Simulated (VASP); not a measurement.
**In: single point with PBEsol**

The system is In.

```
CELL_PARAMETERS angstrom
3.01222 0.00000 0.00000
0.00000 3.01222 0.00000
0.00000 0.00000 3.01222
ATOMIC_POSITIONS crystal
In 0.00000 0.00000 0.00000
```

| Item | Value |
| --- | --- |
| Program | VASP 6.6.1 |
| Task | single point |
| Functional | PBEsol |
| Potentials or basis | VASP PAW PBE potentials, release 64 (In_d) |
| Cutoff | 520 eV |
| k mesh | 14 × 14 × 14 |
| Occupations | fermi-dirac, width 0.05 eV |
| Spin | no spin polarisation |
| Dipole correction | no |
| Further INCAR settings | ALGO = Normal; EDIFF = 1e-06; NBANDS = 12 |

```json
{
  "Pressure": "0.0 GPa"
}
```

Levels at points of the mesh, in eV from the Fermi level:
| k point | band 2 | band 3 | band 4 | band 5 | band 6 | band 7 | band 8 | band 9 | band 10 | band 11 |
| --- | --- | --- | --- | --- | --- | --- | --- | --- | --- | --- |
| (0.00, 0.00, 0.00) | -14.95 | -14.15 | -14.15 | -14.15 | -9.28 | 7.48 | 7.48 | 7.48 | 10.77 | 10.77 |
| (0.50, 0.00, 0.00) | -14.41 | -14.37 | -14.37 | -14.13 | -5.45 | -3.55 | 10.70 | 10.70 | 12.83 | 12.98 |
| (0.50, 0.50, 0.00) | -14.64 | -14.34 | -14.34 | -13.92 | -1.48 | -0.67 | -0.67 | 3.91 | 14.48 | 15.55 |
| (0.50, 0.50, 0.50) | -14.66 | -14.66 | -13.91 | -13.91 | 2.17 | 2.17 | 2.17 | 3.23 | 7.33 | 7.33 |

It took 12 s on 1 thread of Intel Xeon 6975P-C, on a shared host, peak memory 0.16 GiB.

Caveat: the PAW data sets were made with another functional, which shifts forces and pressure a little; spin-orbit coupling is left out, which moves the levels of the heavy elements.
